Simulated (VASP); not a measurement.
# TaN (P-6m2) in VASP: further runs

TaN is run at these levels: LDA; tasks: single point.

All numbers are computed with VASP 6.6.1; they aren't measurements. Logs are shortened: lines on timing, memory, paths and dates and some standing lists are left out, and cuts for length are marked.

## 1. The cell of the first run

The structure is hexagonal, space group P-6m2 (No. 187). The conventional cell has a = 2.878 Å, b = 2.878 Å, c = 2.824 Å, α = 90.00°, β = 90.00°, γ = 120.00°. Ta (site symmetry -6m2) has 6 N at 2.18 Å and 8 Ta at 2.82 to 2.88 Å within 2.9 Å. N (site symmetry -6m2) has 6 Ta at 2.18 Å and 8 N at 2.82 to 2.88 Å within 2.9 Å.

## 2. Single point, LDA

Contents of INCAR:

```
SYSTEM = TaN
PREC = Accurate
ENCUT = 520
EDIFF = 1E-7
ISMEAR = -1
SIGMA = 0.1
LREAL = .False.
LASPH = .True.
NELM = 80
ALGO = Normal
ISIF = 2
LWAVE = .False.
LCHARG = .False.
NBANDS = 15
```

Contents of KPOINTS:

```
regular mesh
0
Gamma
  11 11 10
  0 0 0
```

Contents of POSCAR:

```
TaN
1.0
    2.8780239874      0.0000000000      0.0000000000
   -1.4390119937      2.4924422421      0.0000000000
    0.0000000000      0.0000000000      2.8241467514
Ta N
1 1
Direct
    0.3333333333      0.6666666667      0.5000000000
    0.0000000000      0.0000000000      0.0000000000
```

Potentials or basis: VASP PAW LDA potentials, release 64 (Ta_pv, N).

On the command line:

```
cat potpaw_LDA.64/Ta_pv/POTCAR potpaw_LDA.64/N/POTCAR > POTCAR
mpirun -np 1 vasp_std > vasp.out
```

OUTCAR:

```text
SYSTEM = TaN
   PREC = Accurate
   ENCUT = 520
   EDIFF = 1E-7
   ISMEAR = -1
   LREAL = .False.
   LASPH = .True.
   NELM = 80
   ISIF = 2

 ion  position               nearest neighbor table
   1  0.333  0.667  0.500-   2 2.18   2 2.18   2 2.18   2 2.18   2 2.18   2 2.18
   2  0.000  0.000  0.000-   1 2.18   1 2.18   1 2.18   1 2.18   1 2.18   1 2.18

  LATTYP: Found a hexagonal cell.
 ALAT       =     2.8780239874
 C/A-ratio  =     0.9812797822

  Lattice vectors:

 A1 = (   2.8780239874,   0.0000000000,   0.0000000000)
 A2 = (  -1.4390119937,   2.4924422421,   0.0000000000)
 A3 = (   0.0000000000,   0.0000000000,   2.8241467514)

Analysis of symmetry for initial positions (statically):
=====================================================================
 Subroutine PRICEL returns:
 Original cell was already a primitive cell.

 Routine SETGRP: Setting up the symmetry group for a
 hexagonal supercell.

 Subroutine GETGRP returns: Found 12 space group operations
 (whereof 12 operations were pure point group operations)
 out of a pool of 24 trial point group operations.

The static configuration has the point symmetry D_3h.

Analysis of symmetry for dynamics (positions and initial velocities):
=====================================================================
 Subroutine PRICEL returns:
 Original cell was already a primitive cell.

 Routine SETGRP: Setting up the symmetry group for a
 hexagonal supercell.

 Subroutine GETGRP returns: Found 12 space group operations
 (whereof 12 operations were pure point group operations)
 out of a pool of 24 trial point group operations.

The dynamic configuration has the point symmetry D_3h.

 Subroutine INISYM returns: Found 12 space group operations
 (whereof 12 operations are pure point group operations),
 and found     1 'primitive' translations

----------------------------------------------------------------------------------------

                                     Primitive cell

  volume of cell :      20.2585

  direct lattice vectors                    reciprocal lattice vectors
     2.878023987  0.000000000  0.000000000     0.347460620  0.200606454  0.000000000
    -1.439011994  2.492442242  0.000000000     0.000000000  0.401212908  0.000000000
     0.000000000  0.000000000  2.824146751     0.000000000  0.000000000  0.354089248

  length of vectors
     2.878023987  2.878024296  2.824146751     0.401212951  0.401212908  0.354089248

  position of ions in fractional coordinates (direct lattice)
     0.333333333  0.666666667  0.500000000
     0.000000000  0.000000000  0.000000000

  ion indices of the primitive-cell ions
   primitive index   ion index
                 1           1
                 2           2

----------------------------------------------------------------------------------------

 KPOINTS: regular mesh

Automatic generation of k-mesh.
 Grid dimensions read from file:
 generate k-points for:   11   11   10

 Generating k-lattice:

  Cartesian coordinates                     Fractional coordinates (reciprocal lattice)
     0.031587329  0.018236950  0.000000000     0.090909091  0.000000000  0.000000000
     0.000000000  0.036473901  0.000000000     0.000000000  0.090909091  0.000000000
     0.000000000  0.000000000  0.035408925     0.000000000  0.000000000  0.100000000

  Length of vectors
     0.036473905  0.036473901  0.035408925

  Shift w.r.t. Gamma in fractional coordinates (k-lattice)
     0.000000000  0.000000000  0.000000000

 Subroutine IBZKPT returns following result:
 ===========================================

 Found     96 irreducible k-points:

 Following reciprocal coordinates:
            Coordinates               Weight
  0.000000  0.000000  0.000000      1.000000
  0.090909  0.000000  0.000000      6.000000
  0.181818  0.000000  0.000000      6.000000
  0.272727  0.000000  0.000000      6.000000
  0.363636  0.000000  0.000000      6.000000
  0.454545  0.000000  0.000000      6.000000
[... 16 lines left out ...]
  0.090909  0.090909  0.100000     12.000000
  0.181818  0.090909  0.100000     24.000000
 [... further k-points ...]
   k-points           NKPTS =     96   k-points in BZ     NKDIM =     96   number of bands    NBANDS=     15
   number of dos      NEDOS =    301   number of ions     NIONS =      2
   total plane-waves  NPLWV =  13824
   dimension x,y,z NGX =    24 NGY =   24 NGZ =   24
   dimension x,y,z NGXF=    48 NGYF=   48 NGZF=   48
   ions per type =               1   1
   NGX,Y,Z   is equivalent  to a cutoff of  13.86, 13.86, 14.13 a.u.
   NGXF,Y,Z  is equivalent  to a cutoff of  27.73, 27.73, 28.26 a.u.
 SYSTEM =  TaN
   PREC   = accura    normal or accurate (medium, high low for compatibility)
   ISTART =      0    job   : 0-new  1-cont  2-samecut
   ICHARG =      2    charge: 1-file 2-atom 10-const
   ISPIN  =      1    spin polarized calculation?
   LNONCOLLINEAR =      F non collinear calculations
   LSORBIT =      F    spin-orbit coupling
   LASPH  =      T    aspherical Exc in radial PAW
   ENCUT  =  520.0 eV  38.22 Ry    6.18 a.u.   5.35  5.35  5.25*2*pi/ulx,y,z
   NELM   =     80;   NELMIN=  2; NELMDL= -5     # of ELM steps
   EDIFF  = 0.1E-06   stopping-criterion for ELM
   LREAL  =      F    real-space projection
   EDIFFG = 0.1E-05   stopping-criterion for IOM
   NSW    =      0    number of steps for IOM
   IBRION =     -1    ionic relax: 0-MD 1-quasi-New 2-CG
   NFREE  =      0    steps in history (QN), initial steepest desc. (CG)
   ISIF   =      2    stress and relaxation
   ISYM   =      2    0-nonsym 1-usesym 2-fastsym
   POTIM  = 0.5000    time-step for ionic-motion
   TEBEG  =    0.0;   TEEND  =   0.0 temperature during run
   PSTRESS=    0.0 pullay stress
   NELECT =      16.0000    total number of electrons
   NUPDOWN=      -1.0000    fix difference up-down
   EMIN   =  10.00;   EMAX   =-10.00  energy-range for DOS
   EFERMI =   0.00;   METHOD = LEGACY
   ISMEAR =    -1;   SIGMA  =   0.10  broadening in eV -4-tet -1-fermi 0-gaus
   EFERMI_NEDOS =   21; number of points for ismear=-14 and -15
   IALGO  =     38    algorithm
   IMIX   =      4    mixing-type and parameters
     AMIX     =   0.40;   BMIX     =  1.00
     AMIX_MAG =   1.60;   BMIX_MAG =  1.00
  volume/ion in A,a.u.               =      10.13        68.36
  Fermi-wavevector in a.u.,A,eV,Ry     =   1.513257  2.859640 31.156599  2.289945
  Thomas-Fermi vector in A             =   2.623072
   LORBIT       =      0    0 simple, 1 ext, 2 COOP (PROOUT), +10 PAW based schemes
   GGA     = CA    functional components
   LHFCALC =     F    Hartree Fock is set to
   AEXX    =    0.0000 exact exchange contribution
   IVDW    =     0    specifies the selected vdW correction
   LEPSILON=     F    determine dielectric tensor
   LRPA    =     F    only Hartree local field effects (RPA)
 non-spin polarized calculation
  energy-cutoff  :      520.00
  volume of cell :       20.26
 maximum number of plane-waves:       562
 NGX is ok and might be reduce to    24
   NGX = 11   NGY = 11   NGZ = 11

 number of electron      16.0000000 magnetization

 Free energy of the ion-electron system (eV)
  ---------------------------------------------------
  ext. energy  EPLUGINS =         0.00000000
  ---------------------------------------------------
  free energy    TOTEN  =       -24.68814333 eV

  energy without entropy =      -24.68473106  energy(sigma->0) =      -24.68643719

 E-fermi :   8.8003     XC(G=0): -13.9179

 val. band max:        8.7345950973   @ k =   0.0000   0.0000   0.4000
 cond. band min:       8.9623117249   @ k =   0.0909   0.0000   0.5000
 fundamental gap:      0.2277166276
 Fermi energy:         8.8003314095

 k-point     1 :       0.0000    0.0000    0.0000
  band No.  band energies     occupation
      1     -25.6755      2.00000
      2     -25.3729      2.00000
      3     -25.3729      2.00000
      4      -9.2274      2.00000
      5       3.9588      2.00000
      6       3.9588      2.00000
      7       4.2845      2.00000
      8       5.8424      2.00000
      9      11.6245      0.00000
     10      12.6575      0.00000
     11      12.6575      0.00000
     12      13.0798      0.00000
     13      13.0798      0.00000
     14      21.3962      0.00000
     15      22.4572      0.00000

 k-point     2 :       0.0909    0.0000    0.0000
  band No.  band energies     occupation
      1     -25.6609      2.00000
      2     -25.4872      2.00000
      3     -25.3968      2.00000
      4      -9.0318      2.00000
      5       3.4436      2.00000
      6       4.1058      2.00000
      7       4.5571      2.00000
      8       5.5667      2.00000
      9      12.2353      0.00000
     10      12.3002      0.00000
     11      12.6833      0.00000
     12      12.9819      0.00000
     13      13.3253      0.00000
     14      21.3977      0.00000
     15      22.3990      0.00000

 k-point     3 :       0.1818    0.0000    0.0000
  band No.  band energies     occupation
      1     -25.7835      2.00000
      2     -25.6216      2.00000
      3     -25.4603      2.00000
      4      -8.5047      2.00000
      5       2.4303      2.00000
      6       4.4882      2.00000
      7       4.9186      2.00000
      8       5.1167      2.00000
      9      11.4747      0.00000
     10      12.7296      0.00000
     11      12.8272      0.00000
     12      13.7079      0.00000
     13      13.8270      0.00000
     14      21.4017      0.00000
     15      22.3447      0.00000
[... 343 lines left out ...]
 k-point    23 :       0.0909    0.0909    0.1000
  band No.  band energies     occupation
      1     -25.7595      2.00000
      2     -25.6648      2.00000
      3     -25.4371      2.00000
      4      -8.4696      2.00000
      5       2.8724      2.00000
      6       3.8516      2.00000
      7       4.4255      2.00000
      8       5.9896      2.00000
      9      11.1240      0.00000
     10      11.6394      0.00000
     11      13.2318      0.00000
     12      13.9299      0.00000
     13      14.3012      0.00000
     14      21.3984      0.00000
     15      22.2088      0.00000

 k-point    24 :       0.1818    0.0909    0.1000
  band No.  band energies     occupation
      1     -25.9866      2.00000
      2     -25.6985      2.00000
      3     -25.5267      2.00000
      4      -7.9036      2.00000
      5       1.9411      2.00000
      6       3.7371      2.00000
      7       4.6869      2.00000
      8       6.0195      2.00000
      9      10.7366      0.00000
     10      11.9042      0.00000
     11      13.6129      0.00000
     12      14.1315      0.00000
     13      15.4854      0.00000
     14      21.4022      0.00000
     15      22.1392      0.00000

 [... further k-points ...]

------------------------ aborting loop because EDIFF is reached ----------------------------------------

  FORCE on cell =-STRESS in cart. coord.  units (eV):
  Direction    XX          YY          ZZ          XY          YZ          ZX
  --------------------------------------------------------------------------------------
  -------------------------------------------------------------------------------------
  Total        1.7443313      1.7443318      1.9053030      0.0000000     -0.0000000      0.0000000
  in kB      137.9535184    137.9535579    150.6842502      0.0000000     -0.0000000      0.0000000
  external PRESSURE =     142.1971088 kB  Pullay stress =       0.0000000 kB

 VOLUME and BASIS-vectors are now :
 -----------------------------------------------------------------------------
  energy-cutoff  :      520.00
  volume of cell :       20.26
      direct lattice vectors                 reciprocal lattice vectors
     2.878023987  0.000000000  0.000000000     0.347460620  0.200606454  0.000000000
    -1.439011994  2.492442242  0.000000000     0.000000000  0.401212908  0.000000000
     0.000000000  0.000000000  2.824146751     0.000000000  0.000000000  0.354089248

 POSITION                                       TOTAL-FORCE (eV/Angst)
 -----------------------------------------------------------------------------------
     -0.00000      1.66163      1.41207         0.000000      0.000000      0.000000
      0.00000      0.00000      0.00000        -0.000000     -0.000000      0.000000
 -----------------------------------------------------------------------------------
    total drift:                                0.000000      0.000005     -0.000000

  FREE ENERGIE OF THE ION-ELECTRON SYSTEM (eV)
  ---------------------------------------------------
  free  energy   TOTEN  =       -24.6881433302 eV

  energy  without entropy=      -24.6847310571  energy(sigma->0) =      -24.68643719
```

Run time: 13 s. Hardware: 1 thread of Intel Xeon Platinum 8488C (Sapphire Rapids), shared host; peak memory 0.15 GiB.

Results:

```yaml
Free_energy: -24.6881 eV
Pressure: 14.2 GPa
Band_gap_on_the_k_mesh: zero (band 8 reaches 9.18 eV, above the bottom of band 9 at 8.65 eV)
```

Stress tensor (GPa, compression positive):
```
13.80  0.00  0.00
 0.00 13.80  0.00
 0.00  0.00 15.07
```

Caveat: spin-orbit coupling is left out, which moves the levels of the heavy elements.

## 3. Single point, LDA

This run uses another cell than the first one, of 10.45 Å³/atom, 1.032 times its volume.

Contents of INCAR:

```
PREC = Accurate ; ENCUT = 520
EDIFF = 1E-7 ; ISMEAR = -1
SIGMA = 0.1 ; LREAL = False
LASPH = True ; NELM = 60
ALGO = Normal ; ISIF = 2
LWAVE = False ; LCHARG = False
NBANDS = 15
```

Contents of KPOINTS:

```
Automatic mesh
0
Gamma
  11 11 10
```

Contents of POSCAR:

```
TaN
1.0
    2.9083212032      0.0000000000      0.0000000000
   -1.4541606016      2.5186804043      0.0000000000
    0.0000000000      0.0000000000      2.8538767967
Ta N
1 1
Direct
    0.3333333333      0.6666666667      0.5000000000
    0.0000000000      0.0000000000      0.0000000000
```

Potentials or basis: VASP PAW LDA potentials, release 64 (Ta_pv, N).

On the command line:

```
cat potpaw_LDA.64/Ta_pv/POTCAR potpaw_LDA.64/N/POTCAR > POTCAR
mpirun -np 1 vasp_std > vasp.out
```

Wall time 14 s (1 thread of Intel Xeon Platinum 8488C (Sapphire Rapids), shared host); peak memory 0.15 GiB.

The run converged. Its results:

```yaml
Free_energy: -24.7192 eV
Pressure: 1.2 GPa
Band_gap_on_the_k_mesh: zero (band 8 reaches 8.82 eV, above the bottom of band 9 at 8.31 eV)
```

Stress tensor (GPa, compression positive):
```
1.30 0.00 0.00
0.00 1.30 0.00
0.00 0.00 1.06
```

Levels at points of the mesh, in eV from the Fermi level:
| k point | band 4 | band 5 | band 6 | band 7 | band 8 | band 9 | band 10 | band 11 | band 12 | band 13 |
| --- | --- | --- | --- | --- | --- | --- | --- | --- | --- | --- |
| (0.00, 0.00, 0.00) | -17.78 | -4.69 | -4.69 | -4.35 | -2.92 | 2.59 | 3.71 | 3.71 | 4.10 | 4.10 |
| (0.00, 0.00, 0.50) | -14.87 | -9.50 | -3.85 | -3.85 | -0.13 | -0.13 | 2.52 | 3.36 | 3.36 | 8.56 |

Caveat: spin-orbit coupling is left out, which moves the levels of the heavy elements.

[end of part 1 of 2]
